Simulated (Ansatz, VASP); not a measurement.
# Zr3S2: VASP beside Ansatz

```
Zr S
1.0
     7.12810    0.00000    0.00000
     0.00000    7.12810    0.00000
     0.00000    0.00000    3.49997
Zr S
6 4
Direct
  0.34125 0.15875 0.50000
  0.65875 0.84125 0.50000
  0.84125 0.34125 0.50000
  0.15875 0.65875 0.50000
  0.00000 0.00000 0.00000
  0.50000 0.50000 0.00000
  0.14944 0.35056 0.00000
  0.85056 0.64944 0.00000
  0.35056 0.85056 0.00000
  0.64944 0.14944 0.00000
```

Alike in both runs: functional PBE; k mesh 3 × 3 × 4; occupations gaussian, width 0.2 eV; no spin polarisation.

Ansatz relaxed the structure, and its values are those at the end. VASP's run is a single point on that final structure, the one shown.

```csv
,VASP,Ansatz
version,VASP 6.6.1,Ansatz 0.2.0
potentials or method,"VASP PAW PBE potentials, release 64 (Zr_sv, S), cutoff 520 eV","scalar-relativistic, plane waves, PAW"
valence electrons in the cell,96,96
```

|  | VASP | Ansatz | Ansatz less VASP |
| --- | --- | --- | --- |
| gap on the k mesh at the Fermi level (eV) | none | none | - |
| pressure (GPa) | 0.0 | 0.0 | -0.05 |
| rms of the force components (eV/Å) | 0.020 | 0.019 | -0.0012 |

A gap of «none» marks a metal or a gap that the smearing closes. The functional is the same, so the differences come from potentials, cutoffs and numerics.

The k mesh is coarse, so the values compare programs but aren't converged.
